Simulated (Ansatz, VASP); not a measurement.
**One calculation of H5C3, two programs**

```
H C
1.0
     6.35289    0.00596    0.00663
     3.05104    5.63916   -0.00811
     2.46539    0.24361    7.07181
H C
20 12
Direct
  0.10806 0.76944 0.21871
  0.89194 0.23056 0.78129
  0.82226 0.62054 0.22365
  0.17774 0.37946 0.77635
  0.07433 0.17767 0.13194
  0.92567 0.82233 0.86806
  0.91150 0.21641 0.37256
  0.08850 0.78359 0.62744
  0.37526 0.89598 0.29633
  0.62474 0.10402 0.70367
  0.27613 0.10212 0.46901
  0.72387 0.89788 0.53099
  0.54522 0.14951 0.05259
  0.45478 0.85049 0.94741
  0.68991 0.04518 0.23690
  0.31009 0.95482 0.76310
  0.55806 0.48495 0.14706
  0.44194 0.51505 0.85294
  0.43970 0.42892 0.38838
  0.56030 0.57108 0.61162
  0.16728 0.57824 0.23378
  0.83272 0.42176 0.76622
  0.00713 0.49597 0.23915
  0.99287 0.50403 0.76085
  0.06675 0.23785 0.26386
  0.93325 0.76215 0.73614
  0.31089 0.08438 0.31750
  0.68911 0.91562 0.68250
  0.51168 0.16286 0.20488
  0.48832 0.83714 0.79512
  0.42867 0.41982 0.24603
  0.57133 0.58018 0.75397
```

Alike in both runs: functional PBE; dispersion D3(BJ); k mesh 4 × 4 × 4; occupations gaussian, width 0.1 eV; no spin polarisation.

Ansatz relaxed the structure, and its values are those at the end. VASP's run is a single point on that final structure, the one shown.

|  | VASP | Ansatz |
| --- | --- | --- |
| version | VASP 6.6.1 | Ansatz 0.2.0 |
| potentials or method | VASP PAW PBE potentials, release 64 (H, C), cutoff 520 eV | scalar-relativistic, plane waves, PAW |
| valence electrons in the cell | 68 | 68 |

|  | VASP | Ansatz | Ansatz less VASP |
| --- | --- | --- | --- |
| gap on the k mesh at the Fermi level (eV) | 4.58 | 4.58 | 0.000 |
| least direct gap on the mesh (eV) | 4.65 | 4.65 | 0.000 |
| pressure (GPa) | 0.0 | 0.0 | 0.00 |
| rms of the force components (eV/Å) | 0.018 | 0.011 | -0.0066 |
